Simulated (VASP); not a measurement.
# LaMgO3 (Pm-3m) in VASP: a series of runs

The runs below take LaMgO3 through single point, with LDA.

Program: VASP 6.6.1. These are calculated values, not measurements. Logs are shortened: lines on timing, memory, paths and dates and some standing lists are left out, and cuts for length are marked.

### 1 The cell of the first run

The structure is cubic, space group Pm-3m (No. 221). The conventional cell has a = 3.790 Å, b = 3.790 Å, c = 3.790 Å, α = 90.00°, β = 90.00°, γ = 90.00°. Within 3.5 Å of La (site symmetry m-3m) lie 12 O at 2.68 Å and 8 Mg at 3.28 Å. Mg (site symmetry m-3m) has 6 O at 1.90 Å within 2.5 Å. O (site symmetry 4/mmm) has 2 Mg at 1.90 Å within 2.5 Å.

### 2 Single point, LDA

The input, INCAR:

```
PREC = Accurate ; ENCUT = 520
EDIFF = 1E-6 ; ISMEAR = -1
SIGMA = 0.1 ; LREAL = False
LASPH = True ; NELM = 100
ALGO = Normal ; ISIF = 2
LWAVE = False ; LCHARG = True
LELF = True ; LVHAR = True
NBANDS = 24
```

The input, KPOINTS:

```
regular mesh
0
Gamma
  7 7 7
```

The input, POSCAR:

```
LaMgO3
1.0
    3.7901947760      0.0000000000      0.0000000000
    0.0000000000      3.7901947760      0.0000000000
    0.0000000000      0.0000000000      3.7901947760
La Mg O
1 1 3
Direct
    0.0000000000      0.0000000000      0.0000000000
    0.5000000000      0.5000000000      0.5000000000
    0.5000000000      0.5000000000      0.0000000000
    0.5000000000      0.0000000000      0.5000000000
    0.0000000000      0.5000000000      0.5000000000
```

Potentials or basis: VASP PAW LDA potentials, release 64 (La, Mg, O).

Launch:

```bash
$ cat potpaw_LDA.64/La/POTCAR potpaw_LDA.64/Mg/POTCAR potpaw_LDA.64/O/POTCAR > POTCAR
$ mpirun -np 1 vasp_std > vasp.out
```

OUTCAR:

```text
PREC = Accurate
   ENCUT = 520
   EDIFF = 1E-6
   ISMEAR = -1
   LREAL = False
   LASPH = True
   NELM = 100
   ISIF = 2

 ion  position               nearest neighbor table
   1  0.000  0.000  0.000-   3 2.68   4 2.68   5 2.68   4 2.68   5 2.68   3 2.68   5 2.68   5 2.68
                             3 2.68   4 2.68   4 2.68   3 2.68   2 3.28   2 3.28   2 3.28   2 3.28
   2  0.500  0.500  0.500-   3 1.90   4 1.90   5 1.90   3 1.90   4 1.90   5 1.90   1 3.28   1 3.28
                             1 3.28   1 3.28   1 3.28   1 3.28   1 3.28   1 3.28
   3  0.500  0.500  0.000-   2 1.90   2 1.90   1 2.68   1 2.68   1 2.68   1 2.68
   4  0.500  0.000  0.500-   2 1.90   2 1.90   1 2.68   1 2.68   1 2.68   1 2.68
   5  0.000  0.500  0.500-   2 1.90   2 1.90   1 2.68   1 2.68   1 2.68   1 2.68

  LATTYP: Found a simple cubic cell.
 ALAT       =     3.7901947760

  Lattice vectors:

 A1 = (   3.7901947760,   0.0000000000,   0.0000000000)
 A2 = (   0.0000000000,   3.7901947760,   0.0000000000)
 A3 = (   0.0000000000,   0.0000000000,   3.7901947760)

Analysis of symmetry for initial positions (statically):
=====================================================================
 Subroutine PRICEL returns:
 Original cell was already a primitive cell.

 Routine SETGRP: Setting up the symmetry group for a
 simple cubic supercell.

 Subroutine GETGRP returns: Found 48 space group operations
 (whereof 48 operations were pure point group operations)
 out of a pool of 48 trial point group operations.

The static configuration has the point symmetry O_h .

Analysis of symmetry for dynamics (positions and initial velocities):
=====================================================================
 Subroutine PRICEL returns:
 Original cell was already a primitive cell.

 Routine SETGRP: Setting up the symmetry group for a
 simple cubic supercell.

 Subroutine GETGRP returns: Found 48 space group operations
 (whereof 48 operations were pure point group operations)
 out of a pool of 48 trial point group operations.

The dynamic configuration has the point symmetry O_h .

 Subroutine INISYM returns: Found 48 space group operations
 (whereof 48 operations are pure point group operations),
 and found     1 'primitive' translations

----------------------------------------------------------------------------------------

                                     Primitive cell

  volume of cell :      54.4483

  direct lattice vectors                    reciprocal lattice vectors
     3.790194776  0.000000000  0.000000000     0.263838684  0.000000000  0.000000000
     0.000000000  3.790194776  0.000000000     0.000000000  0.263838684  0.000000000
     0.000000000  0.000000000  3.790194776     0.000000000  0.000000000  0.263838684

  length of vectors
     3.790194776  3.790194776  3.790194776     0.263838684  0.263838684  0.263838684

  position of ions in fractional coordinates (direct lattice)
     0.000000000  0.000000000  0.000000000
     0.500000000  0.500000000  0.500000000
     0.500000000  0.500000000  0.000000000
     0.500000000  0.000000000  0.500000000
     0.000000000  0.500000000  0.500000000

  ion indices of the primitive-cell ions
   primitive index   ion index
                 1           1
                 2           2
                 3           3
                 4           4
                 5           5

----------------------------------------------------------------------------------------

 KPOINTS: regular mesh

Automatic generation of k-mesh.
 Grid dimensions read from file:
 generate k-points for:    7    7    7

 Generating k-lattice:

  Cartesian coordinates                     Fractional coordinates (reciprocal lattice)
     0.037691241  0.000000000  0.000000000     0.142857143  0.000000000  0.000000000
     0.000000000  0.037691241  0.000000000     0.000000000  0.142857143  0.000000000
     0.000000000  0.000000000  0.037691241     0.000000000  0.000000000  0.142857143

  Length of vectors
     0.037691241  0.037691241  0.037691241

  Shift w.r.t. Gamma in fractional coordinates (k-lattice)
     0.000000000  0.000000000  0.000000000

 Subroutine IBZKPT returns following result:
 ===========================================

 Found     20 irreducible k-points:

 Following reciprocal coordinates:
            Coordinates               Weight
  0.000000  0.000000  0.000000      1.000000
  0.142857  0.000000  0.000000      6.000000
  0.285714  0.000000  0.000000      6.000000
  0.428571  0.000000  0.000000      6.000000
  0.142857  0.142857  0.000000     12.000000
  0.285714  0.142857  0.000000     24.000000
[... 12 lines left out ...]
  0.428571  0.428571  0.285714     24.000000
  0.428571  0.428571  0.428571      8.000000
   k-points           NKPTS =     20   k-points in BZ     NKDIM =     20   number of bands    NBANDS=     24
   number of dos      NEDOS =    301   number of ions     NIONS =      5
   total plane-waves  NPLWV =  21952
   dimension x,y,z NGX =    28 NGY =   28 NGZ =   28
   dimension x,y,z NGXF=    56 NGYF=   56 NGZF=   56
   ions per type =               1   1   3
   NGX,Y,Z   is equivalent  to a cutoff of  12.28, 12.28, 12.28 a.u.
   NGXF,Y,Z  is equivalent  to a cutoff of  24.56, 24.56, 24.56 a.u.
 SYSTEM =  unknown system
   PREC   = accura    normal or accurate (medium, high low for compatibility)
   ISTART =      0    job   : 0-new  1-cont  2-samecut
   ICHARG =      2    charge: 1-file 2-atom 10-const
   ISPIN  =      1    spin polarized calculation?
   LNONCOLLINEAR =      F non collinear calculations
   LSORBIT =      F    spin-orbit coupling
   LASPH  =      T    aspherical Exc in radial PAW
   ENCUT  =  520.0 eV  38.22 Ry    6.18 a.u.   7.05  7.05  7.05*2*pi/ulx,y,z
   NELM   =    100;   NELMIN=  2; NELMDL= -5     # of ELM steps
   EDIFF  = 0.1E-05   stopping-criterion for ELM
   LREAL  =      F    real-space projection
   EDIFFG = 0.1E-04   stopping-criterion for IOM
   NSW    =      0    number of steps for IOM
   IBRION =     -1    ionic relax: 0-MD 1-quasi-New 2-CG
   NFREE  =      0    steps in history (QN), initial steepest desc. (CG)
   ISIF   =      2    stress and relaxation
   ISYM   =      2    0-nonsym 1-usesym 2-fastsym
   POTIM  = 0.5000    time-step for ionic-motion
   TEBEG  =    0.0;   TEEND  =   0.0 temperature during run
   PSTRESS=    0.0 pullay stress
   NELECT =      31.0000    total number of electrons
   NUPDOWN=      -1.0000    fix difference up-down
   EMIN   =  10.00;   EMAX   =-10.00  energy-range for DOS
   EFERMI =   0.00;   METHOD = LEGACY
   ISMEAR =    -1;   SIGMA  =   0.10  broadening in eV -4-tet -1-fermi 0-gaus
   EFERMI_NEDOS =   21; number of points for ismear=-14 and -15
   IALGO  =     38    algorithm
   IMIX   =      4    mixing-type and parameters
     AMIX     =   0.40;   BMIX     =  1.00
     AMIX_MAG =   1.60;   BMIX_MAG =  1.00
  volume/ion in A,a.u.               =      10.89        73.49
  Fermi-wavevector in a.u.,A,eV,Ry     =   1.356856  2.564087 25.049130  1.841059
  Thomas-Fermi vector in A             =   2.483824
   LORBIT       =      0    0 simple, 1 ext, 2 COOP (PROOUT), +10 PAW based schemes
   GGA     = CA    functional components
   LHFCALC =     F    Hartree Fock is set to
   AEXX    =    0.0000 exact exchange contribution
   IVDW    =     0    specifies the selected vdW correction
   LEPSILON=     F    determine dielectric tensor
   LRPA    =     F    only Hartree local field effects (RPA)
 non-spin polarized calculation
  energy-cutoff  :      520.00
  volume of cell :       54.45
 maximum number of plane-waves:      1480
   NGX = 15   NGY = 15   NGZ = 15

 number of electron      30.9999978 magnetization

 Free energy of the ion-electron system (eV)
  ---------------------------------------------------
  ext. energy  EPLUGINS =         0.00000000
  ---------------------------------------------------
  free energy    TOTEN  =       -38.04802357 eV

  energy without entropy =      -37.90868544  energy(sigma->0) =      -37.97835450

 E-fermi :   6.2590     XC(G=0): -12.1364

 val. band max:        6.2248814027   @ k =   0.2857   0.1429   0.1429
 cond. band min:       6.2694948028   @ k =   0.4286   0.4286   0.2857
 fundamental gap:      0.0446134001
 Fermi energy:         6.2590257741

 k-point     1 :       0.0000    0.0000    0.0000
  band No.  band energies     occupation
      1     -23.8538      2.00000
      2     -10.8422      2.00000
      3      -9.1032      2.00000
      4      -9.1032      2.00000
      5      -7.4385      2.00000
      6      -7.4385      2.00000
[... 16 lines left out ...]
     23      11.3371      0.00000
     24      11.3371      0.00000

 k-point     2 :       0.1429    0.0000    0.0000
  band No.  band energies     occupation
      1     -23.8363      2.00000
      2     -10.9402      2.00000
      3      -9.3353      2.00000
      4      -9.0897      2.00000
      5      -7.4076      2.00000
      6      -7.4076      2.00000
[... 16 lines left out ...]
     23      11.2578      0.00000
     24      11.2578      0.00000

 k-point     3 :       0.2857    0.0000    0.0000
  band No.  band energies     occupation
      1     -23.7965      2.00000
      2     -11.2120      2.00000
      3      -9.5714      2.00000
      4      -9.0584      2.00000
      5      -7.3366      2.00000
      6      -7.3366      2.00000
[... 16 lines left out ...]
     23      11.2097      0.00000
     24      11.8447      0.00000

 k-point     4 :       0.4286    0.0000    0.0000
  band No.  band energies     occupation
      1     -23.7641      2.00000
      2     -11.4540      2.00000
      3      -9.6327      2.00000
      4      -9.0330      2.00000
      5      -7.2778      2.00000
      6      -7.2778      2.00000
[... 16 lines left out ...]
     23      11.1945      0.00000
     24      12.5042      0.00000

 k-point     5 :       0.1429    0.1429    0.0000
  band No.  band energies     occupation
      1     -23.8193      2.00000
      2     -10.9858      2.00000
      3      -9.4841      2.00000
      4      -9.1714      2.00000
      5      -7.3772      2.00000
      6      -7.1822      2.00000
[... 16 lines left out ...]
     23      11.2057      0.00000
     24      11.4524      0.00000

 k-point     6 :       0.2857    0.1429    0.0000
  band No.  band energies     occupation
      1     -23.7806      2.00000
      2     -11.1552      2.00000
      3      -9.7472      2.00000
      4      -9.1494      2.00000
      5      -7.3072      2.00000
      6      -7.1389      2.00000
[... 16 lines left out ...]
     23      11.1767      0.00000
     24      11.9707      0.00000
[... 271 lines left out ...]
 k-point    17 :       0.2857    0.2857    0.2857
  band No.  band energies     occupation
      1     -23.6968      2.00000
      2     -10.8291      2.00000
      3      -9.7529      2.00000
      4      -9.7529      2.00000
      5      -7.3773      2.00000
      6      -7.3773      2.00000
[... 16 lines left out ...]
     23      11.2904      0.00000
     24      12.9068      0.00000

 k-point    18 :       0.4286    0.2857    0.2857
  band No.  band energies     occupation
      1     -23.6700      2.00000
      2     -10.6613      2.00000
      3     -10.0608      2.00000
      4      -9.4957      2.00000
      5      -7.7267      2.00000
      6      -7.2219      2.00000
[... 16 lines left out ...]
     23      11.2280      0.00000
     24      13.2401      0.00000

 k-point    19 :       0.4286    0.4286    0.2857
  band No.  band energies     occupation
      1     -23.6447      2.00000
      2     -10.3155      2.00000
      3     -10.0561      2.00000
      4      -9.6431      2.00000
      5      -7.7838      2.00000
      6      -7.4633      2.00000
[... 16 lines left out ...]
     23      11.1905      0.00000
     24      12.9281      0.00000

 k-point    20 :       0.4286    0.4286    0.4286
  band No.  band energies     occupation
      1     -23.6207      2.00000
      2      -9.9812      2.00000
      3      -9.7222      2.00000
      4      -9.7222      2.00000
      5      -7.9579      2.00000
      6      -7.9579      2.00000
[... 16 lines left out ...]
     23      11.2667      0.00000
     24      12.5623      0.00000

------------------------ aborting loop because EDIFF is reached ----------------------------------------

  FORCE on cell =-STRESS in cart. coord.  units (eV):
  Direction    XX          YY          ZZ          XY          YZ          ZX
  --------------------------------------------------------------------------------------
  -------------------------------------------------------------------------------------
  Total        2.5620949      2.5620949      2.5620949      0.0000000      0.0000000     -0.0000000
  in kB       75.3912964     75.3912964     75.3912964      0.0000000      0.0000000     -0.0000000
  external PRESSURE =      75.3912964 kB  Pullay stress =       0.0000000 kB

 VOLUME and BASIS-vectors are now :
 -----------------------------------------------------------------------------
  energy-cutoff  :      520.00
  volume of cell :       54.45
      direct lattice vectors                 reciprocal lattice vectors
     3.790194776  0.000000000  0.000000000     0.263838684  0.000000000  0.000000000
     0.000000000  3.790194776  0.000000000     0.000000000  0.263838684  0.000000000
     0.000000000  0.000000000  3.790194776     0.000000000  0.000000000  0.263838684

 POSITION                                       TOTAL-FORCE (eV/Angst)
 -----------------------------------------------------------------------------------
      0.00000      0.00000      0.00000         0.000000      0.000000      0.000000
      1.89510      1.89510      1.89510         0.000000      0.000000      0.000000
      1.89510      1.89510      0.00000         0.000000      0.000000      0.000000
      1.89510      0.00000      1.89510         0.000000      0.000000      0.000000
      0.00000      1.89510      1.89510         0.000000      0.000000      0.000000
 -----------------------------------------------------------------------------------
    total drift:                                0.000000      0.000000      0.000000

  FREE ENERGIE OF THE ION-ELECTRON SYSTEM (eV)
  ---------------------------------------------------
  free  energy   TOTEN  =       -38.0480235666 eV

  energy  without entropy=      -37.9086854424  energy(sigma->0) =      -37.97835450
```

Run time: 27 s. Hardware: 1 thread of AMD EPYC 9R45 (Zen 5), shared host; peak memory 0.13 GiB.

What came out:

- Free energy: -38.0480 eV
- Pressure: 7.5 GPa

Caveat: spin-orbit coupling is left out, which moves the levels of the heavy elements; an odd number of electrons without spin polarisation forces a metal; a magnetic or distorted state may lie lower.

[end of part 1 of 2]
